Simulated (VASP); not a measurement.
# NbAs in VASP: a series of runs

Runs on NbAs. Level: r2SCAN. Tasks: single point.

Everything below comes from runs of VASP 6.6.1. Logs are shortened: lines on timing, memory, paths and dates and some standing lists are left out, and cuts for length are marked.

## (1) The cell of the first run

The structure is cubic, space group Fm-3m (No. 225). Conventional cell: a = 5.379 Å, b = 5.379 Å, c = 5.379 Å, α = 90.00°, β = 90.00°, γ = 90.00°. Nb (site symmetry m-3m) has 6 As at 2.69 Å within 3.5 Å. As (site symmetry m-3m) has 6 Nb at 2.69 Å within 3.5 Å.

## (2) Single point, r2SCAN (volume scaled by 1.070)

POSCAR

```
NbAs
1.0
    0.0000000000      2.6893279767      2.6893279767
    2.6893279767      0.0000000000      2.6893279767
    2.6893279767      2.6893279767      0.0000000000
Nb As
1 1
Direct
    0.5000000000      0.5000000000      0.5000000000
    0.0000000000      0.0000000000      0.0000000000
```

INCAR.step1

```
ALGO = Normal ; EDIFF = 1E-4
ENCUT = 520 ; GGA = PE
ISMEAR = 0 ; LASPH = True
LCHARG = False ; LREAL = False
LWAVE = True ; NBANDS = 16
NELM = 80 ; PREC = Accurate
SIGMA = 0.05
```

INCAR.step2

```
ALGO = Normal ; EDIFF = 1E-7
ENCUT = 520 ; ISIF = 2
ISMEAR = 0 ; ISTART = 1
LASPH = True ; LCHARG = False
LMIXTAU = True ; LREAL = False
LWAVE = False ; METAGGA = R2SCAN
NBANDS = 16 ; NELM = 80
PREC = Accurate ; SIGMA = 0.05
```

KPOINTS

```
k-points
0
Gamma
  12 12 12
```

Potentials or basis: VASP PAW PBE potentials, release 64 (Nb_sv, As).

Launch:

```console
> cat potpaw_PBE.64/Nb_sv/POTCAR potpaw_PBE.64/As/POTCAR > POTCAR
> cp INCAR.step1 INCAR
> mpirun -np 1 vasp_std > vasp.out
> cp INCAR.step2 INCAR
> mpirun -np 1 vasp_std > vasp.out
```

OUTCAR:

```text
EDIFF = 1E-7
   ENCUT = 520
   ISIF = 2
   ISMEAR = 0
   ISTART = 1
   LASPH = True
   LREAL = False
   METAGGA = R2SCAN
   NELM = 80
   PREC = Accurate

 ion  position               nearest neighbor table
   1  0.500  0.500  0.500-   2 2.69   2 2.69   2 2.69   2 2.69   2 2.69   2 2.69
   2  0.000  0.000  0.000-   1 2.69   1 2.69   1 2.69   1 2.69   1 2.69   1 2.69

  LATTYP: Found a face centered cubic cell.
 ALAT       =     5.3786559534

  Lattice vectors:

 A1 = (   0.0000000000,   2.6893279767,   2.6893279767)
 A2 = (   2.6893279767,   0.0000000000,   2.6893279767)
 A3 = (   2.6893279767,   2.6893279767,   0.0000000000)

Analysis of symmetry for initial positions (statically):
=====================================================================
 Subroutine PRICEL returns:
 Original cell was already a primitive cell.

 Routine SETGRP: Setting up the symmetry group for a
 face centered cubic supercell.

 Subroutine GETGRP returns: Found 48 space group operations
 (whereof 48 operations were pure point group operations)
 out of a pool of 48 trial point group operations.

The static configuration has the point symmetry O_h .

Analysis of symmetry for dynamics (positions and initial velocities):
=====================================================================
 Subroutine PRICEL returns:
 Original cell was already a primitive cell.

 Routine SETGRP: Setting up the symmetry group for a
 face centered cubic supercell.

 Subroutine GETGRP returns: Found 48 space group operations
 (whereof 48 operations were pure point group operations)
 out of a pool of 48 trial point group operations.

The dynamic configuration has the point symmetry O_h .

 Subroutine INISYM returns: Found 48 space group operations
 (whereof 48 operations are pure point group operations),
 and found     1 'primitive' translations

----------------------------------------------------------------------------------------

                                     Primitive cell

  volume of cell :      38.9010

  direct lattice vectors                    reciprocal lattice vectors
     0.000000000  2.689327977  2.689327977    -0.185920053  0.185920053  0.185920053
     2.689327977  0.000000000  2.689327977     0.185920053 -0.185920053  0.185920053
     2.689327977  2.689327977  0.000000000     0.185920053  0.185920053 -0.185920053

  length of vectors
     3.803284098  3.803284098  3.803284098     0.322022978  0.322022978  0.322022978

  position of ions in fractional coordinates (direct lattice)
     0.500000000  0.500000000  0.500000000
     0.000000000  0.000000000  0.000000000

[... 77 lines left out ...]
   LREAL  =      F    real-space projection
   EDIFFG = 0.1E-05   stopping-criterion for IOM
   NSW    =      0    number of steps for IOM
   IBRION =     -1    ionic relax: 0-MD 1-quasi-New 2-CG
   NFREE  =      0    steps in history (QN), initial steepest desc. (CG)
   ISIF   =      2    stress and relaxation
   ISYM   =      2    0-nonsym 1-usesym 2-fastsym
   POTIM  = 0.5000    time-step for ionic-motion
   TEBEG  =    0.0;   TEEND  =   0.0 temperature during run
   PSTRESS=    0.0 pullay stress
   NELECT =      18.0000    total number of electrons
   NUPDOWN=      -1.0000    fix difference up-down
   EMIN   =  10.00;   EMAX   =-10.00  energy-range for DOS
   EFERMI =   0.00;   METHOD = LEGACY
   ISMEAR =     0;   SIGMA  =   0.05  broadening in eV -4-tet -1-fermi 0-gaus
   EFERMI_NEDOS =   21; number of points for ismear=-14 and -15
   IALGO  =     38    algorithm
   IMIX   =      4    mixing-type and parameters
     AMIX     =   0.40;   BMIX     =  1.00
     AMIX_MAG =   1.60;   BMIX_MAG =  1.00
  volume/ion in A,a.u.               =      19.45       131.26
  Fermi-wavevector in a.u.,A,eV,Ry     =   1.266228  2.392824 21.814673  1.603333
  Thomas-Fermi vector in A             =   2.399440
   LORBIT       =      0    0 simple, 1 ext, 2 COOP (PROOUT), +10 PAW based schemes
   METAGGA = R2SCAN    functional components
   LHFCALC =     F    Hartree Fock is set to
   AEXX    =    0.0000 exact exchange contribution
   IVDW    =     0    specifies the selected vdW correction
   LEPSILON=     F    determine dielectric tensor
   LRPA    =     F    only Hartree local field effects (RPA)
 non-spin polarized calculation
 Gauss-broadening in eV      SIGMA  =   0.05
  energy-cutoff  :      520.00
  volume of cell :       38.90
 maximum number of plane-waves:      1067
   NGX = 15   NGY = 15   NGZ = 15

 number of electron      18.0000001 magnetization

 Free energy of the ion-electron system (eV)
  ---------------------------------------------------
  ext. energy  EPLUGINS =         0.00000000
  ---------------------------------------------------
  free energy    TOTEN  =       -40.14389266 eV

  energy without entropy =      -40.14057915  energy(sigma->0) =      -40.14223590

 E-fermi :   8.9814     XC(G=0): -11.9547

 val. band max:        8.9802573742   @ k =   0.5000   0.1667   0.0833
 cond. band min:       9.0552288370   @ k =   0.3333   0.0833   0.0000
 fundamental gap:      0.0749714628
 Fermi energy:         8.9814165781

 k-point     1 :       0.0000    0.0000    0.0000
  band No.  band energies     occupation
      1     -48.8174      2.00000
      2     -24.1297      2.00000
      3     -24.1297      2.00000
      4     -24.1297      2.00000
      5      -4.7782      2.00000
      6       7.6163      2.00000
[... 433 lines left out ...]
      3     -24.1664      2.00000
      4     -24.1463      2.00000
      5      -2.7928      2.00000
      6       2.5675      2.00000
[... 8 lines left out ...]
     15      17.3474      0.00000
     16      17.9647      0.00000

 [... further k-points ...]

------------------------ aborting loop because EDIFF is reached ----------------------------------------

  FORCE on cell =-STRESS in cart. coord.  units (eV):
  Direction    XX          YY          ZZ          XY          YZ          ZX
  --------------------------------------------------------------------------------------
  -------------------------------------------------------------------------------------
  Total       -2.1797801     -2.1797801     -2.1797801      0.0000000      0.0000000     -0.0000000
  in kB      -89.7763547    -89.7763547    -89.7763547      0.0000000      0.0000000     -0.0000000
  external PRESSURE =     -89.7763547 kB  Pullay stress =       0.0000000 kB

 VOLUME and BASIS-vectors are now :
 -----------------------------------------------------------------------------
  energy-cutoff  :      520.00
  volume of cell :       38.90
      direct lattice vectors                 reciprocal lattice vectors
     0.000000000  2.689327977  2.689327977    -0.185920053  0.185920053  0.185920053
     2.689327977  0.000000000  2.689327977     0.185920053 -0.185920053  0.185920053
     2.689327977  2.689327977  0.000000000     0.185920053  0.185920053 -0.185920053

 POSITION                                       TOTAL-FORCE (eV/Angst)
 -----------------------------------------------------------------------------------
      2.68933      2.68933      2.68933         0.000000      0.000000     -0.000000
      0.00000      0.00000      0.00000        -0.000000     -0.000000      0.000000
 -----------------------------------------------------------------------------------
    total drift:                                0.000000      0.000000      0.000000

  FREE ENERGIE OF THE ION-ELECTRON SYSTEM (eV)
  ---------------------------------------------------
  free  energy   TOTEN  =       -40.1438926629 eV

  energy  without entropy=      -40.1405791458  energy(sigma->0) =      -40.14223590
```

OUTCAR.step1:

```text
EDIFF = 1E-4
   ENCUT = 520
   GGA = PE
   ISMEAR = 0
   LASPH = True
[... 676 lines left out ...]
 -----------------------------------------------------------------------------------
      2.68933      2.68933      2.68933        -0.000000      0.000000     -0.000000
      0.00000      0.00000      0.00000         0.000000     -0.000000      0.000000
 -----------------------------------------------------------------------------------
    total drift:                                0.000000      0.000000      0.000000

  FREE ENERGIE OF THE ION-ELECTRON SYSTEM (eV)
  ---------------------------------------------------
  free  energy   TOTEN  =       -15.3109503111 eV

  energy  without entropy=      -15.3073250359  energy(sigma->0) =      -15.30913767
```

Wall time 1.8 min (1 thread of Intel Xeon 6975P-C (Granite Rapids), shared host); peak memory 0.19 GiB.

What came out:

```
Free energy            : -40.1439 eV
Pressure               : -9.0 GPa
Band gap on the k mesh : zero (band 9 reaches 9.60 eV, above the bottom of band 10 at 7.80 eV)
```

Caveat: the PAW data sets were made with another functional, which shifts forces and pressure a little.

(Part 1 of 2 ends here.)
